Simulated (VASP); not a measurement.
Wanted: the native input for a VASP 6.6.1 run.

* Task: single point
* Functional: PBE
* Potentials or basis: VASP PAW PBE potentials, release 64 (Rb_sv, Bi_d, As)
* Cutoff: 520 eV
* k mesh: 8 × 8 × 6
* Occupations: gaussian, width 0.1 eV
* Spin: no spin polarisation
* Dipole correction: no
* Further INCAR settings: ALGO = Fast; EDIFF = 1e-06; NBANDS = 38

The structure of RbBiAs lies in POSCAR:

```
RbBiAs
1.0
    5.5217525291      0.0000000000      0.0000000000
    0.0000000000      5.5217525291      0.0000000000
    0.0000000000      0.0000000000      7.7343771168
Rb Bi As
2 2 2
Direct
    0.5000000000      0.0000000000      0.3245220044
    0.0000000000      0.5000000000      0.6754779956
    0.5000000000      0.0000000000      0.8562973170
    0.0000000000      0.5000000000      0.1437026830
    0.0000000000      0.0000000000      0.0000000000
    0.5000000000      0.5000000000      0.0000000000
```

One way to write it, as run:

INCAR

```
ALGO = Fast ; EDIFF = 1E-6
ENCUT = 520 ; GGA = PE
ISIF = 2 ; ISMEAR = 0
LASPH = T ; LCHARG = F
LREAL = F ; LWAVE = F
NBANDS = 38 ; NELM = 80
PREC = Accurate ; SIGMA = 0.1
```

KPOINTS

```
k-points
0
Gamma
  8 8 6
```

Potentials or basis: VASP PAW PBE potentials, release 64 (Rb_sv, Bi_d, As).

The run is started by

```sh
$ cat potpaw_PBE.64/Rb_sv/POTCAR potpaw_PBE.64/Bi_d/POTCAR potpaw_PBE.64/As/POTCAR > POTCAR
$ mpirun -np 1 vasp_std > vasp.out
```

Results of the run:

| Item | Value |
| --- | --- |
| Pressure | 0.0 GPa |
| Largest force | 0.004 eV/Å |
| Band gap on the k mesh | zero (bands 29 and 30 overlap by 1.37 eV) |

Caveat: spin-orbit coupling is left out, which moves the levels of the heavy elements.

It took 15 min on 1 thread of Intel(R) Xeon(R) Platinum 8259CL CPU @ 2.50GHz (Skylake/Cascade Lake) (shared host), peak memory 0.64 GiB.
